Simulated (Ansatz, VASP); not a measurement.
**Mg5Te2: VASP beside Ansatz**

```xyz
7
Lattice="0.0000 4.9173 4.9173 4.9173 0.0000 4.9173 4.9173 4.9173 0.0000" Properties=species:S:1:pos:R:3 pbc="T T T"
Mg    5.9101    5.9101    5.9101
Mg    3.9245    3.9245    5.9101
Mg    3.9245    5.9101    3.9245
Mg    5.9101    3.9245    3.9245
Mg    7.3759    7.3759    7.3759
Te    0.0000    0.0000    0.0000
Te    2.4586    2.4586    2.4586
```

Alike in both runs: functional PBE; k mesh 3 × 3 × 3; occupations gaussian, width 0.2 eV; no spin polarisation.

Ansatz relaxed the structure, and its values are those at the end. VASP's run is a single point on that final structure, the one shown.

```csv
,VASP,Ansatz
version,VASP 6.6.1,Ansatz 0.2.0
potentials or method,"VASP PAW PBE potentials, release 64 (Mg, Te), cutoff 600 eV","scalar-relativistic, plane waves, PAW"
valence electrons in the cell,22,82
```

|  | VASP | Ansatz | Ansatz less VASP |
| --- | --- | --- | --- |
| gap on the k mesh at the Fermi level (eV) | none | none | - |
| pressure (GPa) | 0.7 | 0.6 | -0.01 |
| rms of the force components (eV/Å) | 0.046 | 0.049 | +0.0033 |

A gap of «none» marks a metal or a gap that the smearing closes. VASP's potentials hold 22 valence electrons a cell and Ansatz's 82, so a difference there can come from the potentials and not from the codes.

The k mesh is coarse, so the values compare programs but aren't converged. Spin-orbit coupling is off throughout.
